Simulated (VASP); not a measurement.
# As (Im-3m) in VASP: a series of runs

As is run at these levels: RPBE; tasks: single point.

All numbers are computed with VASP 6.6.1; they aren't measurements. Logs are shortened: lines on timing, memory, paths and dates and some standing lists are left out, and cuts for length are marked.

**1. The cell of the first run**

It takes space group Im-3m (No. 229, cubic). The conventional cell has a = 3.246 Å, b = 3.246 Å, c = 3.246 Å, α = 90.00°, β = 90.00°, γ = 90.00°. As (site symmetry m-3m) has 14 As at 2.81 to 3.25 Å within 3.7 Å.

**2. Single point, RPBE (volume scaled by 0.88)**

Contents of INCAR:

```
SYSTEM = As
ALGO = Normal
EDIFF = 1E-6
ENCUT = 520
GGA = RP
ISIF = 2
ISMEAR = -1
LASPH = .TRUE.
LCHARG = .FALSE.
LREAL = .FALSE.
LWAVE = .FALSE.
NBANDS = 8
NELM = 80
PREC = Accurate
SIGMA = 0.1
```

Contents of KPOINTS:

```
k-points
0
G
  15 15 15
  0 0 0
```

Contents of POSCAR:

```
As
1.0
   -1.6228581918      1.6228581918      1.6228581918
    1.6228581918     -1.6228581918      1.6228581918
    1.6228581918      1.6228581918     -1.6228581918
As
1
Direct
    0.0000000000      0.0000000000      0.0000000000
```

Potentials or basis: VASP PAW PBE potentials, release 64 (As).

Launch:

```
> cat potpaw_PBE.64/As/POTCAR > POTCAR
> mpirun -np 1 vasp_std > vasp.out
```

OUTCAR:

```text
SYSTEM = As
   EDIFF = 1E-6
   ENCUT = 520
   GGA = RP
   ISIF = 2
   ISMEAR = -1
   LASPH = .TRUE.
   LREAL = .FALSE.
   NELM = 80
   PREC = Accurate

 ion  position               nearest neighbor table
   1  0.000  0.000  0.000-

  LATTYP: Found a body centered cubic cell.
 ALAT       =     3.2457163836

  Lattice vectors:

 A1 = (  -1.6228581918,   1.6228581918,   1.6228581918)
 A2 = (   1.6228581918,  -1.6228581918,   1.6228581918)
 A3 = (   1.6228581918,   1.6228581918,  -1.6228581918)

Analysis of symmetry for initial positions (statically):
=====================================================================
 Subroutine PRICEL returns:
 Original cell was already a primitive cell.

 Routine SETGRP: Setting up the symmetry group for a
 body centered cubic supercell.

 Subroutine GETGRP returns: Found 48 space group operations
 (whereof 48 operations were pure point group operations)
 out of a pool of 48 trial point group operations.

The static configuration has the point symmetry O_h .

Analysis of symmetry for dynamics (positions and initial velocities):
=====================================================================
 Subroutine PRICEL returns:
 Original cell was already a primitive cell.

 Routine SETGRP: Setting up the symmetry group for a
 body centered cubic supercell.

 Subroutine GETGRP returns: Found 48 space group operations
 (whereof 48 operations were pure point group operations)
 out of a pool of 48 trial point group operations.

The dynamic configuration has the point symmetry O_h .

 Subroutine INISYM returns: Found 48 space group operations
 (whereof 48 operations are pure point group operations),
 and found     1 'primitive' translations

----------------------------------------------------------------------------------------

                                     Primitive cell

  volume of cell :      17.0963

  direct lattice vectors                    reciprocal lattice vectors
    -1.622858192  1.622858192  1.622858192     0.000000000  0.308098392  0.308098392
     1.622858192 -1.622858192  1.622858192     0.308098392  0.000000000  0.308098392
     1.622858192  1.622858192 -1.622858192     0.308098392  0.308098392  0.000000000

  length of vectors
     2.810872842  2.810872842  2.810872842     0.435716925  0.435716925  0.435716925

  position of ions in fractional coordinates (direct lattice)
     0.000000000  0.000000000  0.000000000

  ion indices of the primitive-cell ions
   primitive index   ion index
                 1           1

----------------------------------------------------------------------------------------

 KPOINTS: k-points

Automatic generation of k-mesh.
 Grid dimensions read from file:
 generate k-points for:   15   15   15

 Generating k-lattice:

  Cartesian coordinates                     Fractional coordinates (reciprocal lattice)
     0.000000000  0.020539893  0.020539893     0.066666667  0.000000000  0.000000000
     0.020539893  0.000000000  0.020539893     0.000000000  0.066666667  0.000000000
     0.020539893  0.020539893  0.000000000     0.000000000  0.000000000  0.066666667

  Length of vectors
     0.029047795  0.029047795  0.029047795

  Shift w.r.t. Gamma in fractional coordinates (k-lattice)
     0.000000000  0.000000000  0.000000000

 Subroutine IBZKPT returns following result:
 ===========================================

 Found    120 irreducible k-points:

 Following reciprocal coordinates:
            Coordinates               Weight
  0.000000  0.000000  0.000000      1.000000
  0.066667  0.000000  0.000000     12.000000
  0.133333  0.000000  0.000000     12.000000
  0.200000  0.000000  0.000000     12.000000
  0.266667  0.000000  0.000000     12.000000
  0.333333  0.000000  0.000000     12.000000
[... 16 lines left out ...]
  0.333333  0.200000  0.000000     48.000000
  0.400000  0.200000 -0.000000     24.000000
 [... further k-points ...]
   k-points           NKPTS =    120   k-points in BZ     NKDIM =    120   number of bands    NBANDS=      8
   number of dos      NEDOS =    301   number of ions     NIONS =      1
   total plane-waves  NPLWV =  13824
   dimension x,y,z NGX =    24 NGY =   24 NGZ =   24
   dimension x,y,z NGXF=    48 NGYF=   48 NGZF=   48
   ions per type =               1
   NGX,Y,Z   is equivalent  to a cutoff of  14.19, 14.19, 14.19 a.u.
   NGXF,Y,Z  is equivalent  to a cutoff of  28.39, 28.39, 28.39 a.u.
 SYSTEM =  As
   PREC   = accura    normal or accurate (medium, high low for compatibility)
   ISTART =      0    job   : 0-new  1-cont  2-samecut
   ICHARG =      2    charge: 1-file 2-atom 10-const
   ISPIN  =      1    spin polarized calculation?
   LNONCOLLINEAR =      F non collinear calculations
   LSORBIT =      F    spin-orbit coupling
   LASPH  =      T    aspherical Exc in radial PAW
   ENCUT  =  520.0 eV  38.22 Ry    6.18 a.u.   5.23  5.23  5.23*2*pi/ulx,y,z
   NELM   =     80;   NELMIN=  2; NELMDL= -5     # of ELM steps
   EDIFF  = 0.1E-05   stopping-criterion for ELM
   LREAL  =      F    real-space projection
   EDIFFG = 0.1E-04   stopping-criterion for IOM
   NSW    =      0    number of steps for IOM
   IBRION =     -1    ionic relax: 0-MD 1-quasi-New 2-CG
   NFREE  =      0    steps in history (QN), initial steepest desc. (CG)
   ISIF   =      2    stress and relaxation
   ISYM   =      2    0-nonsym 1-usesym 2-fastsym
   POTIM  = 0.5000    time-step for ionic-motion
   TEBEG  =    0.0;   TEEND  =   0.0 temperature during run
   PSTRESS=    0.0 pullay stress
   NELECT =       5.0000    total number of electrons
   NUPDOWN=      -1.0000    fix difference up-down
   EMIN   =  10.00;   EMAX   =-10.00  energy-range for DOS
   EFERMI =   0.00;   METHOD = LEGACY
   ISMEAR =    -1;   SIGMA  =   0.10  broadening in eV -4-tet -1-fermi 0-gaus
   EFERMI_NEDOS =   21; number of points for ismear=-14 and -15
   IALGO  =     38    algorithm
   IMIX   =      4    mixing-type and parameters
     AMIX     =   0.40;   BMIX     =  1.00
     AMIX_MAG =   1.60;   BMIX_MAG =  1.00
  volume/ion in A,a.u.               =      17.10       115.37
  Fermi-wavevector in a.u.,A,eV,Ry     =   1.086670  2.053508 16.066457  1.180851
  Thomas-Fermi vector in A             =   2.222812
   LORBIT       =      0    0 simple, 1 ext, 2 COOP (PROOUT), +10 PAW based schemes
   GGA     = RP    functional components
   LHFCALC =     F    Hartree Fock is set to
   AEXX    =    0.0000 exact exchange contribution
   IVDW    =     0    specifies the selected vdW correction
   LEPSILON=     F    determine dielectric tensor
   LRPA    =     F    only Hartree local field effects (RPA)
 non-spin polarized calculation
  energy-cutoff  :      520.00
  volume of cell :       17.10
 maximum number of plane-waves:       478
 NGX is ok and might be reduce to    24
   NGX = 11   NGY = 11   NGZ = 11

 number of electron       4.9999999 magnetization

 Free energy of the ion-electron system (eV)
  ---------------------------------------------------
  ext. energy  EPLUGINS =         0.00000000
  ---------------------------------------------------
  free energy    TOTEN  =        -3.76232561 eV

  energy without entropy =       -3.74571928  energy(sigma->0) =       -3.75402245

 E-fermi :   7.8285     XC(G=0): -11.2320

 val. band max:        7.7712779560   @ k =   0.2000   0.2000   0.1333
 cond. band min:       7.8310805090   @ k =   0.2667   0.1333   0.0667
 fundamental gap:      0.0598025530
 Fermi energy:         7.8285481937

 k-point     1 :       0.0000    0.0000    0.0000
  band No.  band energies     occupation
      1      -8.2282      2.00000
      2      14.7296      0.00000
      3      14.7296      0.00000
      4      14.7296      0.00000
      5      21.3524      0.00000
      6      21.3524      0.00000
      7      21.3524      0.00000
      8      24.2646      0.00000

 k-point     2 :       0.0667    0.0000    0.0000
  band No.  band energies     occupation
      1      -8.1062      2.00000
      2      13.8500      0.00000
      3      14.3318      0.00000
      4      14.6398      0.00000
      5      20.7527      0.00000
      6      20.9827      0.00000
      7      21.9631      0.00000
      8      23.1460      0.00000

 k-point     3 :       0.1333    0.0000    0.0000
  band No.  band energies     occupation
      1      -7.7406      2.00000
      2      11.8092      0.00000
      3      13.4414      0.00000
      4      14.3832      0.00000
      5      19.6648      0.00000
      6      19.7329      0.00000
      7      23.0919      0.00000
      8      23.2320      0.00000

 k-point     4 :       0.2000    0.0000    0.0000
  band No.  band energies     occupation
      1      -7.1345      2.00000
      2       9.3618      0.00000
      3      12.4568      0.00000
      4      14.0056      0.00000
      5      18.4873      0.00000
      6      18.6213      0.00000
      7      23.0712      0.00000
      8      23.7913      0.00000

 k-point     5 :       0.2667    0.0000    0.0000
  band No.  band energies     occupation
      1      -6.2948      2.00000
      2       6.8709      1.99986
      3      11.5709      0.00000
      4      13.5828      0.00000
      5      17.4917      0.00000
      6      17.7489      0.00000
      7      23.4916      0.00000
      8      24.5739      0.00000

 k-point     6 :       0.3333    0.0000    0.0000
  band No.  band energies     occupation
      1      -5.2393      2.00000
      2       4.5054      2.00000
      3      10.8660      0.00000
      4      13.1950      0.00000
      5      16.7561      0.00000
      6      17.0826      0.00000
      7      24.2866      0.00000
      8      25.5616      0.00000

 k-point     7 :       0.4000    0.0000    0.0000
  band No.  band energies     occupation
      1      -4.0242      2.00000
      2       2.3906      2.00000
      3      10.3806      0.00000
      4      12.9045      0.00000
      5      16.2717      0.00000
      6      16.6348      0.00000
      7      25.3781      0.00000
      8      26.7401      0.00000

 k-point     8 :       0.4667    0.0000    0.0000
  band No.  band energies     occupation
      1      -2.9058      2.00000
      2       0.8156      2.00000
      3      10.1338      0.00000
      4      12.7503      0.00000
      5      16.0313      0.00000
      6      16.4100      0.00000
      7      26.5810      0.00000
      8      28.0188      0.00000

 k-point     9 :       0.0667    0.0667    0.0000
  band No.  band energies     occupation
      1      -7.8624      2.00000
      2      12.5091      0.00000
      3      13.7294      0.00000
      4      14.2486      0.00000
      5      20.0936      0.00000
      6      20.3950      0.00000
      7      22.4477      0.00000
      8      22.6248      0.00000

 k-point    10 :       0.1333    0.0667    0.0000
  band No.  band energies     occupation
      1      -7.3764      2.00000
      2      10.4697      0.00000
      3      12.5706      0.00000
      4      13.8037      0.00000
      5      19.1570      0.00000
      6      19.6128      0.00000
      7      22.3390      0.00000
      8      23.8704      0.00000
[... 78 lines left out ...]
 k-point    18 :       0.2667    0.1333    0.0000
  band No.  band energies     occupation
      1      -4.8912      2.00000
      2       4.7091      2.00000
      3       8.7492      0.00020
      4      12.0491      0.00000
      5      17.6909      0.00000
      6      19.7484      0.00000
      7      22.8808      0.00000
      8      27.5000      0.00000

 k-point    19 :       0.3333    0.1333   -0.0000
  band No.  band energies     occupation
      1      -3.6924      2.00000
      2       2.6957      2.00000
      3       8.1775      0.05922
      4      11.6936      0.00000
      5      17.2903      0.00000
      6      19.7647      0.00000
      7      23.5521      0.00000
      8      27.8577      0.00000

 k-point    20 :       0.4000    0.1333    0.0000
  band No.  band energies     occupation
      1      -2.6039      2.00000
      2       1.1822      2.00000
      3       7.8988      0.66263
      4      11.5085      0.00000
      5      17.0823      0.00000
      6      19.7331      0.00000
      7      24.6392      0.00000
      8      26.3686      0.00000

 k-point    21 :       0.2000    0.2000    0.0000
  band No.  band energies     occupation
      1      -5.0036      2.00000
      2       5.5028      2.00000
      3       7.8714      0.78894
      4      11.9494      0.00000
      5      18.3331      0.00000
      6      19.8907      0.00000
      7      24.0141      0.00000
      8      25.3923      0.00000

 k-point    22 :       0.2667    0.2000   -0.0000
  band No.  band energies     occupation
      1      -3.8872      2.00000
      2       3.8593      2.00000
      3       6.7130      1.99997
      4      11.5002      0.00000
      5      18.2224      0.00000
      6      20.3978      0.00000
      7      24.2118      0.00000
      8      26.6062      0.00000

 k-point    23 :       0.3333    0.2000    0.0000
  band No.  band energies     occupation
      1      -2.7177      2.00000
      2       2.2264      2.00000
      3       6.1368      2.00000
      4      11.2181      0.00000
      5      18.0466      0.00000
      6      21.1001      0.00000
      7      24.2302      0.00000
      8      26.0156      0.00000

 k-point    24 :       0.4000    0.2000   -0.0000
  band No.  band energies     occupation
      1      -2.0594      2.00000
      2       1.3930      2.00000
      3       5.9616      2.00000
      4      11.1219      0.00000
      5      17.9744      0.00000
      6      21.4529      0.00000
      7      24.5739      0.00000
      8      25.0964      0.00000

 [... further k-points ...]

------------------------ aborting loop because EDIFF is reached ----------------------------------------

  FORCE on cell =-STRESS in cart. coord.  units (eV):
  Direction    XX          YY          ZZ          XY          YZ          ZX
  --------------------------------------------------------------------------------------
  -------------------------------------------------------------------------------------
  Total        1.3738641      1.3738641      1.3738641      0.0000000     -0.0000000      0.0000000
  in kB      128.7516063    128.7516063    128.7516063      0.0000000     -0.0000000      0.0000000
  external PRESSURE =     128.7516063 kB  Pullay stress =       0.0000000 kB

 VOLUME and BASIS-vectors are now :
 -----------------------------------------------------------------------------
  energy-cutoff  :      520.00
  volume of cell :       17.10
      direct lattice vectors                 reciprocal lattice vectors
    -1.622858192  1.622858192  1.622858192     0.000000000  0.308098392  0.308098392
     1.622858192 -1.622858192  1.622858192     0.308098392  0.000000000  0.308098392
     1.622858192  1.622858192 -1.622858192     0.308098392  0.308098392  0.000000000

 POSITION                                       TOTAL-FORCE (eV/Angst)
 -----------------------------------------------------------------------------------
      0.00000      0.00000      0.00000         0.000000      0.000000      0.000000
 -----------------------------------------------------------------------------------
    total drift:                                0.000000      0.000000      0.000000

  FREE ENERGIE OF THE ION-ELECTRON SYSTEM (eV)
  ---------------------------------------------------
  free  energy   TOTEN  =        -3.7623256100 eV

  energy  without entropy=       -3.7457192823  energy(sigma->0) =       -3.75402245
```

Run time: 4.3 s. Hardware: 1 thread of Intel Xeon 6975P-C (Granite Rapids), shared host; peak memory 0.14 GiB.

What came out:

```yaml
Free_energy: -3.7623 eV
Pressure: 12.9 GPa
```

Levels at points of the mesh, in eV from the Fermi level:
| k point | band 1 | band 2 | band 3 | band 4 | band 5 | band 6 |
| --- | --- | --- | --- | --- | --- | --- |
| (0.00, 0.00, 0.00) | -16.06 | 6.90 | 6.90 | 6.90 | 13.52 | 13.52 |

Caveat: the PAW data sets were made with another functional, which shifts forces and pressure a little.

(Part 1 of 2 ends here.)
